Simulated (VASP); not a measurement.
# ZnCu (P4/mmm) in VASP: further runs

Runs on ZnCu. Level: PBE. Tasks: single point.

Program: VASP 6.6.1. These are calculated values, not measurements. Logs are shortened: lines on timing, memory, paths and dates and some standing lists are left out, and cuts for length are marked.

## Step 1: The cell of the first run

It takes space group P4/mmm (No. 123, tetragonal). The conventional cell has a = 2.916 Å, b = 2.916 Å, c = 2.945 Å, α = 90.00°, β = 90.00°, γ = 90.00°. Zn (site symmetry 4/mmm) has 8 Cu at 2.53 Å and 6 Zn at 2.92 to 2.94 Å within 3.3 Å. Within 3.3 Å of Cu (site symmetry 4/mmm) lie 8 Zn at 2.53 Å and 6 Cu at 2.92 to 2.94 Å.

## Step 2: Single point, PBE

File INCAR:

```
SYSTEM = ZnCu
PREC = Accurate ; ENCUT = 520
EDIFF = 1E-6 ; ISMEAR = -1
SIGMA = 0.05 ; LREAL = .FALSE.
LASPH = .TRUE. ; NELM = 60
ALGO = Normal ; ISIF = 2
LWAVE = .FALSE. ; LCHARG = .TRUE.
GGA = PE ; LELF = .TRUE.
LVHAR = .TRUE. ; NBANDS = 18
```

File KPOINTS:

```
Automatic mesh
0
G
  8 8 8
  0 0 0
```

File POSCAR:

```
ZnCu
1.0
    2.9155500000      0.0000000000      0.0000000000
    0.0000000000      2.9155500000      0.0000000000
    0.0000000000      0.0000000000      2.9450000000
Zn Cu
1 1
Direct
    0.5000000000      0.5000000000      0.5000000000
    0.0000000000      0.0000000000      0.0000000000
```

Potentials or basis: VASP PAW PBE potentials, release 64 (Zn, Cu).

The run is started by

```
$ cat potpaw_PBE.64/Zn/POTCAR potpaw_PBE.64/Cu/POTCAR > POTCAR
$ mpirun -np 1 vasp_std > vasp.out
```

OUTCAR:

```text
SYSTEM = ZnCu
   PREC = Accurate
   ENCUT = 520
   EDIFF = 1E-6
   ISMEAR = -1
   LREAL = .FALSE.
   LASPH = .TRUE.
   NELM = 60
   ISIF = 2
   GGA = PE

 ion  position               nearest neighbor table
   1  0.500  0.500  0.500-   2 2.53   2 2.53   2 2.53   2 2.53   2 2.53   2 2.53   2 2.53   2 2.53

   2  0.000  0.000  0.000-   1 2.53   1 2.53   1 2.53   1 2.53   1 2.53   1 2.53   1 2.53   1 2.53

  LATTYP: Found a simple tetragonal cell.
 ALAT       =     2.9155500000
 C/A-ratio  =     1.0101010101

  Lattice vectors:

 A1 = (   2.9155500000,   0.0000000000,   0.0000000000)
 A2 = (   0.0000000000,   2.9155500000,   0.0000000000)
 A3 = (   0.0000000000,   0.0000000000,   2.9450000000)

Analysis of symmetry for initial positions (statically):
=====================================================================
 Subroutine PRICEL returns:
 Original cell was already a primitive cell.

 Routine SETGRP: Setting up the symmetry group for a
 simple tetragonal supercell.

 Subroutine GETGRP returns: Found 16 space group operations
 (whereof 16 operations were pure point group operations)
 out of a pool of 16 trial point group operations.

The static configuration has the point symmetry D_4h.

Analysis of symmetry for dynamics (positions and initial velocities):
=====================================================================
 Subroutine PRICEL returns:
 Original cell was already a primitive cell.

 Routine SETGRP: Setting up the symmetry group for a
 simple tetragonal supercell.

 Subroutine GETGRP returns: Found 16 space group operations
 (whereof 16 operations were pure point group operations)
 out of a pool of 16 trial point group operations.

The dynamic configuration has the point symmetry D_4h.

 Subroutine INISYM returns: Found 16 space group operations
 (whereof 16 operations are pure point group operations),
 and found     1 'primitive' translations

----------------------------------------------------------------------------------------

                                     Primitive cell

  volume of cell :      25.0338

  direct lattice vectors                    reciprocal lattice vectors
     2.915550000  0.000000000  0.000000000     0.342988458  0.000000000  0.000000000
     0.000000000  2.915550000  0.000000000     0.000000000  0.342988458  0.000000000
     0.000000000  0.000000000  2.945000000     0.000000000  0.000000000  0.339558574

  length of vectors
     2.915550000  2.915550000  2.945000000     0.342988458  0.342988458  0.339558574

  position of ions in fractional coordinates (direct lattice)
     0.500000000  0.500000000  0.500000000
     0.000000000  0.000000000  0.000000000

  ion indices of the primitive-cell ions
   primitive index   ion index
                 1           1
                 2           2

----------------------------------------------------------------------------------------

 KPOINTS: Automatic mesh

Automatic generation of k-mesh.
 Grid dimensions read from file:
 generate k-points for:    8    8    8

 Generating k-lattice:

  Cartesian coordinates                     Fractional coordinates (reciprocal lattice)
     0.042873557  0.000000000  0.000000000     0.125000000  0.000000000  0.000000000
     0.000000000  0.042873557  0.000000000     0.000000000  0.125000000  0.000000000
     0.000000000  0.000000000  0.042444822     0.000000000  0.000000000  0.125000000

  Length of vectors
     0.042873557  0.042873557  0.042444822

  Shift w.r.t. Gamma in fractional coordinates (k-lattice)
     0.000000000  0.000000000  0.000000000

 Subroutine IBZKPT returns following result:
 ===========================================

 Found     75 irreducible k-points:

 Following reciprocal coordinates:
            Coordinates               Weight
  0.000000  0.000000  0.000000      1.000000
  0.125000  0.000000  0.000000      4.000000
  0.250000  0.000000  0.000000      4.000000
  0.375000  0.000000  0.000000      4.000000
  0.500000  0.000000  0.000000      2.000000
  0.125000  0.125000  0.000000      4.000000
[... 16 lines left out ...]
  0.375000  0.125000  0.125000     16.000000
  0.500000  0.125000  0.125000      8.000000
 [... further k-points ...]
   k-points           NKPTS =     75   k-points in BZ     NKDIM =     75   number of bands    NBANDS=     18
   number of dos      NEDOS =    301   number of ions     NIONS =      2
   total plane-waves  NPLWV =  13824
   dimension x,y,z NGX =    24 NGY =   24 NGZ =   24
   dimension x,y,z NGXF=    48 NGYF=   48 NGZF=   48
   ions per type =               1   1
   NGX,Y,Z   is equivalent  to a cutoff of  13.68, 13.68, 13.55 a.u.
   NGXF,Y,Z  is equivalent  to a cutoff of  27.37, 27.37, 27.10 a.u.
 SYSTEM =  ZnCu
   PREC   = accura    normal or accurate (medium, high low for compatibility)
   ISTART =      0    job   : 0-new  1-cont  2-samecut
   ICHARG =      2    charge: 1-file 2-atom 10-const
   ISPIN  =      1    spin polarized calculation?
   LNONCOLLINEAR =      F non collinear calculations
   LSORBIT =      F    spin-orbit coupling
   LASPH  =      T    aspherical Exc in radial PAW
   ENCUT  =  520.0 eV  38.22 Ry    6.18 a.u.   5.42  5.42  5.48*2*pi/ulx,y,z
   NELM   =     60;   NELMIN=  2; NELMDL= -5     # of ELM steps
   EDIFF  = 0.1E-05   stopping-criterion for ELM
   LREAL  =      F    real-space projection
   EDIFFG = 0.1E-04   stopping-criterion for IOM
   NSW    =      0    number of steps for IOM
   IBRION =     -1    ionic relax: 0-MD 1-quasi-New 2-CG
   NFREE  =      0    steps in history (QN), initial steepest desc. (CG)
   ISIF   =      2    stress and relaxation
   ISYM   =      2    0-nonsym 1-usesym 2-fastsym
   POTIM  = 0.5000    time-step for ionic-motion
   TEBEG  =    0.0;   TEEND  =   0.0 temperature during run
   PSTRESS=    0.0 pullay stress
   NELECT =      23.0000    total number of electrons
   NUPDOWN=      -1.0000    fix difference up-down
   EMIN   =  10.00;   EMAX   =-10.00  energy-range for DOS
   EFERMI =   0.00;   METHOD = LEGACY
   ISMEAR =    -1;   SIGMA  =   0.05  broadening in eV -4-tet -1-fermi 0-gaus
   EFERMI_NEDOS =   21; number of points for ismear=-14 and -15
   IALGO  =     38    algorithm
   IMIX   =      4    mixing-type and parameters
     AMIX     =   0.40;   BMIX     =  1.00
     AMIX_MAG =   1.60;   BMIX_MAG =  1.00
  volume/ion in A,a.u.               =      12.52        84.47
  Fermi-wavevector in a.u.,A,eV,Ry     =   1.591507  3.007513 34.462143  2.532896
  Thomas-Fermi vector in A             =   2.690037
   LORBIT       =      0    0 simple, 1 ext, 2 COOP (PROOUT), +10 PAW based schemes
   GGA     = PE    functional components
   LHFCALC =     F    Hartree Fock is set to
   AEXX    =    0.0000 exact exchange contribution
   IVDW    =     0    specifies the selected vdW correction
   LEPSILON=     F    determine dielectric tensor
   LRPA    =     F    only Hartree local field effects (RPA)
 non-spin polarized calculation
  energy-cutoff  :      520.00
  volume of cell :       25.03
 maximum number of plane-waves:       695
 NGX is ok and might be reduce to    24
   NGX = 11   NGY = 11   NGZ = 11

 number of electron      22.9999989 magnetization

 Free energy of the ion-electron system (eV)
  ---------------------------------------------------
  ext. energy  EPLUGINS =         0.00000000
  ---------------------------------------------------
  free energy    TOTEN  =        -5.00535592 eV

  energy without entropy =       -4.99999270  energy(sigma->0) =       -5.00267431

 E-fermi :   5.5081     XC(G=0): -12.5134

 val. band max:        5.4282326041   @ k =   0.3750   0.2500   0.1250
 cond. band min:       5.5685149070   @ k =   0.3750   0.1250   0.3750
 fundamental gap:      0.1402823029
 Fermi energy:         5.5080600128

 k-point     1 :       0.0000    0.0000    0.0000
  band No.  band energies     occupation
      1      -4.7590      2.00000
      2      -2.1817      2.00000
      3      -2.1768      2.00000
      4      -1.4541      2.00000
      5      -1.4541      2.00000
      6      -1.4406      2.00000
[... 10 lines left out ...]
     17      18.3722      0.00000
     18      29.2552      0.00000

 k-point     2 :       0.1250    0.0000    0.0000
  band No.  band energies     occupation
      1      -4.4714      2.00000
      2      -2.1439      2.00000
      3      -2.1169      2.00000
      4      -1.4802      2.00000
      5      -1.4664      2.00000
      6      -1.4410      2.00000
[... 10 lines left out ...]
     17      20.5152      0.00000
     18      27.0453      0.00000

 k-point     3 :       0.2500    0.0000    0.0000
  band No.  band energies     occupation
      1      -3.6464      2.00000
      2      -2.0590      2.00000
      3      -1.9356      2.00000
      4      -1.5429      2.00000
      5      -1.5281      2.00000
      6      -1.4091      2.00000
[... 10 lines left out ...]
     17      23.7394      0.00000
     18      24.0913      0.00000

 k-point     4 :       0.3750    0.0000    0.0000
  band No.  band energies     occupation
      1      -2.5751      2.00000
      2      -1.9712      2.00000
      3      -1.6050      2.00000
      4      -1.5893      2.00000
      5      -1.4900      2.00000
      6      -1.3767      2.00000
[... 375 lines left out ...]
      4      -1.5899      2.00000
      5      -1.5429      2.00000
      6      -1.4490      2.00000
[... 10 lines left out ...]
     17      20.9006      0.00000
     18      21.4330      0.00000

 k-point    23 :       0.3750    0.1250    0.1250
  band No.  band energies     occupation
      1      -2.2882      2.00000
      2      -1.8972      2.00000
      3      -1.8143      2.00000
      4      -1.6665      2.00000
      5      -1.4840      2.00000
      6      -1.0088      2.00000
[... 10 lines left out ...]
     17      21.8013      0.00000
     18      22.3924      0.00000

 k-point    24 :       0.5000    0.1250    0.1250
  band No.  band energies     occupation
      1      -1.9809      2.00000
      2      -1.8994      2.00000
      3      -1.8619      2.00000
      4      -1.7021      2.00000
      5      -1.4771      2.00000
      6       0.2925      2.00000
[... 10 lines left out ...]
     17      22.9941      0.00000
     18      23.3900      0.00000

 [... further k-points ...]
[... 5 lines left out ...]
  --------------------------------------------------------------------------------------
  -------------------------------------------------------------------------------------
  Total        0.9224640      0.9224640      0.8664405      0.0000000      0.0000000      0.0000000
  in kB       59.0382813     59.0382813     55.4527435      0.0000000      0.0000000      0.0000000
  external PRESSURE =      57.8431021 kB  Pullay stress =       0.0000000 kB

 VOLUME and BASIS-vectors are now :
 -----------------------------------------------------------------------------
  energy-cutoff  :      520.00
  volume of cell :       25.03
      direct lattice vectors                 reciprocal lattice vectors
     2.915550000  0.000000000  0.000000000     0.342988458  0.000000000  0.000000000
     0.000000000  2.915550000  0.000000000     0.000000000  0.342988458  0.000000000
     0.000000000  0.000000000  2.945000000     0.000000000  0.000000000  0.339558574

 POSITION                                       TOTAL-FORCE (eV/Angst)
 -----------------------------------------------------------------------------------
      1.45778      1.45778      1.47250         0.000000      0.000000      0.000000
      0.00000      0.00000      0.00000         0.000000      0.000000      0.000000
 -----------------------------------------------------------------------------------
    total drift:                                0.000000      0.000000     -0.000000

  FREE ENERGIE OF THE ION-ELECTRON SYSTEM (eV)
  ---------------------------------------------------
  free  energy   TOTEN  =        -5.0053559234 eV

  energy  without entropy=       -4.9999926967  energy(sigma->0) =       -5.00267431
```

It took 11 s on 1 thread of Intel Xeon 6975P-C (Granite Rapids), shared host; peak memory 0.16 GiB.

Results:

```
Free energy            : -5.0054 eV
Pressure               : 5.8 GPa
Band gap on the k mesh : zero (an odd number of electrons rules out a gap without spin polarisation)
```

Stress tensor (GPa, compression positive):
```
5.90 0.00 0.00
0.00 5.90 0.00
0.00 0.00 5.55
```

Levels at points of the mesh, in eV from the Fermi level:
| k point | band 8 | band 9 | band 10 | band 11 | band 12 | band 13 | band 14 | band 15 | band 16 | band 17 |
| --- | --- | --- | --- | --- | --- | --- | --- | --- | --- | --- |
| (0.00, 0.00, 0.00) | -3.39 | -2.53 | -2.53 | -2.52 | 6.30 | 6.65 | 6.65 | 11.50 | 11.71 | 12.86 |
| (0.50, 0.00, 0.00) | -3.52 | -3.12 | -3.09 | -2.61 | -1.76 | 11.94 | 12.26 | 12.54 | 12.89 | 13.76 |
| (0.50, 0.50, 0.00) | -2.69 | -2.69 | -2.28 | -1.68 | -1.68 | 2.14 | 2.49 | 14.21 | 15.74 | 15.74 |
| (0.00, 0.00, 0.50) | -3.54 | -3.09 | -3.09 | -2.60 | -1.83 | 12.16 | 12.16 | 12.80 | 12.80 | 13.85 |
| (0.50, 0.00, 0.50) | -2.68 | -2.67 | -2.30 | -1.76 | -1.73 | 2.05 | 2.38 | 14.47 | 16.00 | 16.01 |
| (0.50, 0.50, 0.50) | -4.14 | -2.28 | -2.26 | 4.23 | 4.60 | 4.60 | 4.65 | 4.78 | 4.78 | 4.87 |

Caveat: the cell stands under pressure.

## Step 3: Single point, PBE

This run uses another cell than the first one, of 13.03 Å³/atom.

File INCAR:

```
  PREC = Accurate
  ENCUT = 520
  EDIFF = 1E-6
  ISMEAR = -1
  SIGMA = 0.05
  LREAL = False
  LASPH = True
  NELM = 80
  ALGO = Fast
  ISIF = 2
  LWAVE = False
  LCHARG = False
  GGA = PE
  NBANDS = 18
```

File KPOINTS:

```
regular mesh
0
Gamma
  8 8 8
```

File POSCAR:

```
ZnCu
1.0
    2.9744500000      0.0000000000      0.0000000000
    0.0000000000      2.9744500000      0.0000000000
    0.0000000000      0.0000000000      2.9450000000
Zn Cu
1 1
Direct
    0.5000000000      0.5000000000      0.5000000000
    0.0000000000      0.0000000000      0.0000000000
```

Potentials or basis: VASP PAW PBE potentials, release 64 (Zn, Cu).

The run is started by

```
$ cat potpaw_PBE.64/Zn/POTCAR potpaw_PBE.64/Cu/POTCAR > POTCAR
$ mpirun -np 1 vasp_std > vasp.out
```

It took 13 s on 1 thread of Intel Xeon 6975P-C (Granite Rapids), shared host; peak memory 0.16 GiB.

Results (log left out):

- Free energy: -5.0261 eV
- Pressure: 1.0 GPa
- Band gap on the k mesh: zero (an odd number of electrons rules out a gap without spin polarisation)

Stress tensor (GPa, compression positive):
```
0.92 0.00 0.00
0.00 0.92 0.00
0.00 0.00 1.18
```

Levels at points of the mesh, in eV from the Fermi level:
| k point | band 10 | band 11 | band 12 | band 13 | band 14 | band 15 |
| --- | --- | --- | --- | --- | --- | --- |
| (0.00, 0.00, 0.00) | -2.46 | -2.46 | 6.27 | 6.27 | 6.61 | 11.26 |
| (0.50, 0.00, 0.00) | -2.97 | -2.53 | -1.78 | 11.62 | 11.94 | 12.26 |
| (0.50, 0.50, 0.00) | -2.25 | -1.65 | -1.65 | 1.83 | 2.18 | 14.11 |
| (0.00, 0.00, 0.50) | -3.01 | -2.54 | -1.72 | 11.72 | 11.72 | 12.35 |
| (0.50, 0.00, 0.50) | -2.23 | -1.59 | -1.57 | 1.92 | 2.29 | 13.86 |
| (0.50, 0.50, 0.50) | -2.21 | 3.93 | 4.49 | 4.53 | 4.53 | 4.62 |
